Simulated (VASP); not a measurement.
Set up this calculation in VASP 6.6.1, as the native input.

```
Task                   : single point
Functional             : r2SCAN
Potentials or basis    : VASP PAW PBE potentials, release 64 (Si, O)
Cutoff                 : 520 eV
k mesh                 : 6 × 6 × 8
Occupations            : gaussian, width 0.01 eV
Spin                   : no spin polarisation
Dipole correction      : no
Further INCAR settings : ALGO = Normal; EDIFF = 1e-07; NBANDS = 25
```

SiO2 (Stishovite):

```
CELL_PARAMETERS angstrom
4.14291 0.00000 0.00000
0.00000 4.14291 0.00000
0.00000 0.00000 2.64188
ATOMIC_POSITIONS crystal
Si 0.00000 0.00000 0.00000
Si 0.50000 0.50000 0.50000
O 0.30610 0.30610 0.00000
O 0.19390 0.80610 0.50000
O 0.69390 0.69390 0.00000
O 0.80610 0.19390 0.50000
```

This cell differs from its parent crystal: volume changed by -3%.

One way to write it, as run:

POSCAR

```
SiO2
1.0
    4.1429119491      0.0000000000      0.0000000000
    0.0000000000      4.1429119491      0.0000000000
    0.0000000000      0.0000000000      2.6418797534
Si O
2 4
Direct
    0.0000000000      0.0000000000      0.0000000000
    0.5000000000      0.5000000000      0.5000000000
    0.3061010378      0.3061010378      0.0000000000
    0.1938989622      0.8061010378      0.5000000000
    0.6938989622      0.6938989622      0.0000000000
    0.8061010378      0.1938989622      0.5000000000
```

INCAR.step1

```
  PREC = Accurate
  ENCUT = 520
  ISMEAR = 0
  SIGMA = 0.01
  LREAL = False
  LASPH = True
  NELM = 60
  NBANDS = 25
  GGA = PE
  ALGO = Normal
  EDIFF = 1E-4
  LWAVE = True
  LCHARG = False
```

INCAR.step2

```
  PREC = Accurate
  ENCUT = 520
  EDIFF = 1E-7
  ISMEAR = 0
  SIGMA = 0.01
  LREAL = False
  LASPH = True
  NELM = 60
  ALGO = Normal
  ISIF = 2
  LWAVE = False
  LCHARG = True
  METAGGA = R2SCAN
  LMIXTAU = True
  LELF = True
  LVHAR = True
  NBANDS = 25
  ISTART = 1
```

KPOINTS

```
regular mesh
0
Gamma
  6 6 8
```

Potentials or basis: VASP PAW PBE potentials, release 64 (Si, O).

Run with:

```console
$ cat potpaw_PBE.64/Si/POTCAR potpaw_PBE.64/O/POTCAR > POTCAR
$ cp INCAR.step1 INCAR
$ mpirun -np 1 vasp_std > vasp.out
$ cp INCAR.step2 INCAR
$ mpirun -np 1 vasp_std > vasp.out
```

It gave:

```json
{
  "Pressure": "11.4 GPa",
  "Largest force": "0.244 eV/Å",
  "Band gap on the k mesh": "7.09 eV, direct"
}
```

Caveat: the PAW data sets were made with another functional, which shifts forces and pressure a little.

Wall time 56 s on 1 thread of Intel(R) Xeon(R) 6975P-C (Granite Rapids) (shared host), peak memory 0.17 GiB.
